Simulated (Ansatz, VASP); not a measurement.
# MgI2: VASP beside Ansatz

```xyz
3
Lattice="4.1566 0.0000 0.0000 -2.0783 3.5998 0.0000 0.0000 0.0000 6.8756" Properties=species:S:1:pos:R:3 pbc="T T T"
Mg    0.0000    0.0000    0.0000
I     0.0000    2.3998    1.6678
I     2.0783    1.1999    5.2078
```

Alike in both runs: task single point; functional HSE06; k mesh 6 × 6 × 2; no spin polarisation.

|  | VASP | Ansatz |
| --- | --- | --- |
| version | VASP 6.6.1 | Ansatz 0.2.0 |
| potentials or method | VASP PAW PBE potentials, release 64 (Mg, I) | plane waves, PAW |
| plane-wave cutoff (eV) | 520 | 420 |
| occupations | gaussian, width 0.01 eV | fixed |
| valence electrons in the cell | 16 | 44 |

Ansatz gave:

- gap on the k mesh at the Fermi level (eV): 4.51
- pressure (GPa): 0.4
- traceless stress, the component that is largest in VASP (GPa): 0.10
- rms of the force components (eV/Å): 0.051

Problem. What did VASP give for the same quantities?

Solution. gap on the k mesh at the Fermi level (eV): 4.48; pressure (GPa): 0.3; traceless stress, the component that is largest in VASP (GPa): 0.11; rms of the force components (eV/Å): 0.060.

Atom by atom the forces differ by 0.009 eV/Å (rms over components). VASP's potentials hold 16 valence electrons a cell and Ansatz's 44, so a difference there can come from the potentials and not from the codes. Ansatz's warnings: stress exchange threshold loose, stress scf threshold loose.

The k mesh is coarse, so the values compare programs but aren't converged. Spin-orbit coupling is off throughout.
